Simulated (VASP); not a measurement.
NiO: single point with LDA+U

The system is NiO.

```
Ni O
1.0
     0.00000    2.09131    2.09131
     2.09131    0.00000    2.09131
     2.09131    2.09131    0.00000
Ni O
1 1
Direct
  0.00000 0.00000 0.00000
  0.50000 0.50000 0.50000
```

```yaml
Program: VASP 6.6.1
Task: single point
Functional: LDA
Potentials_or_basis: VASP PAW LDA potentials, release 64 (Ni, O)
Cutoff: 600 eV
k_mesh: 6 × 6 × 6
Occupations: gaussian, width 0.05 eV
Spin: collinear spin, ferromagnetic start
Starting_moments: "[2.0, 0.0] μB"
Hubbard_terms: Ni d U = 4.2 eV
Dipole_correction: no
Further_INCAR_settings: ALGO = Normal; EDIFF = 1e-06; NBANDS = 19
```

| Property | Result |
| --- | --- |
| Pressure | -15.2 GPa |
| Band gap on the k mesh | 0.78 eV (least direct gap 1.69 eV) |
| Net moment | 2.00 μB per cell |
| Site moments | Ni +1.71; O +0.26 μB |
| Valence electrons inside the program's atomic spheres | Ni 9.02; O 4.97 |

Levels at points of the mesh, in eV from the valence-band top:
Spin up:
| k point | band 7 | band 8 | band 9 | band 10 | band 11 | band 12 |
| --- | --- | --- | --- | --- | --- | --- |
| (0.00, 0.00, 0.00) | -2.03 | -2.03 | -2.03 | 2.28 | 18.08 | 18.08 |
| (0.50, 0.00, 0.00) | -2.63 | 0.00 | 0.00 | 6.20 | 10.52 | 14.41 |
| (0.50, 0.50, 0.00) | -3.38 | -3.32 | -3.32 | 6.55 | 11.23 | 11.61 |
Spin down:
| k point | band 3 | band 4 | band 5 | band 6 | band 7 | band 8 | band 9 | band 10 | band 11 | band 12 |
| --- | --- | --- | --- | --- | --- | --- | --- | --- | --- | --- |
| (0.00, 0.00, 0.00) | -3.11 | -3.11 | -1.54 | -1.54 | -1.54 | 0.78 | 0.78 | 2.66 | 18.41 | 18.45 |
| (0.50, 0.00, 0.00) | -4.00 | -4.00 | -1.91 | -1.91 | -1.55 | 3.44 | 3.44 | 6.43 | 11.05 | 14.76 |
| (0.50, 0.50, 0.00) | -3.96 | -2.93 | -2.93 | -2.10 | -2.10 | 1.21 | 1.75 | 7.07 | 11.61 | 12.02 |

Eigenvalues of the final occupation matrices:
| site | spin | trace | eigenvalues |
| --- | --- | --- | --- |
| site 1 d | 1 | 4.98 | 0.98 0.98 0.98 1.03 1.03 |
| site 1 d | 2 | 3.30 | 0.19 0.19 0.97 0.97 0.97 |

Wall time 27 s on 1 thread of Oxide Virtual Turin-like Processor, with other jobs on the host, peak memory 0.1 GiB.

Caveat: the k points lie up to 0.43 Å⁻¹ apart; a cell with one magnetic atom can't hold antiferromagnetic order, which such compounds often take. The state reached can hang on the start; a lower one may exist.
